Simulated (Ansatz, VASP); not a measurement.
One calculation of SnO, two programs

```
Sn O
1.0
     3.35500    0.00000    0.00000
     0.00000    5.67410    0.00000
     0.00000    0.00000    4.22197
Sn O
2 2
Direct
  0.00000 0.23191 0.51314
  0.50000 0.76809 0.01314
  0.00000 0.89125 0.73686
  0.50000 0.10875 0.23686
```

Alike in both runs: task single point; functional PBEsol; k mesh 5 × 3 × 4; no spin polarisation.

|  | VASP | Ansatz |
| --- | --- | --- |
| version | VASP 6.6.1 | Ansatz 0.2.0 |
| potentials or method | VASP PAW PBE potentials, release 64 (Sn_d, O), cutoff 520 eV | plane waves, PAW |
| occupations | gaussian, width 0.01 eV | fixed |
| valence electrons in the cell | 40 | 40 |

Ansatz gave:

* gap on the k mesh at the Fermi level (eV): 1.55

Q: What did VASP give for the same quantities?

A: gap on the k mesh at the Fermi level (eV): 1.54.

VASP's potentials were made for PBE, not for PBEsol.
